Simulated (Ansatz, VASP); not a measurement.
# Two plane-wave programs on Cd7S

```
CELL_PARAMETERS angstrom
3.66027 0.00000 0.00000
-1.83013 3.16989 0.00000
0.00000 0.00000 17.05665
ATOMIC_POSITIONS crystal
Cd 0.66667 0.33333 0.91574
Cd 0.00000 0.00000 0.14282
Cd 0.00000 0.00000 0.65567
Cd 0.33333 0.66667 0.78640
Cd 0.33333 0.66667 0.26598
Cd 0.00000 0.00000 0.39359
Cd 0.33333 0.66667 0.52494
S 0.00000 0.00000 0.99687
```

Alike in both runs: functional PBE; k mesh 5 × 5 × 1; occupations gaussian, width 0.2 eV; no spin polarisation.

Ansatz relaxed the structure, and its values are those at the end. VASP's run is a single point on that final structure, the one shown.

|  | VASP | Ansatz |
| --- | --- | --- |
| version | VASP 6.6.1 | Ansatz 0.2.0 |
| potentials or method | VASP PAW PBE potentials, release 64 (Cd, S), cutoff 520 eV | scalar-relativistic, plane waves, PAW |
| valence electrons in the cell | 90 | 146 |

|  | VASP | Ansatz | Ansatz less VASP |
| --- | --- | --- | --- |
| gap on the k mesh at the Fermi level (eV) | none | none | - |
| pressure (GPa) | 0.3 | 0.1 | -0.26 |
| rms of the force components (eV/Å) | 0.016 | 0.010 | -0.0058 |

A gap of «none» marks a metal or a gap that the smearing closes. VASP's potentials hold 90 valence electrons a cell and Ansatz's 146, so a difference there can come from the potentials and not from the codes.

The k mesh is coarse, so the values compare programs but aren't converged.
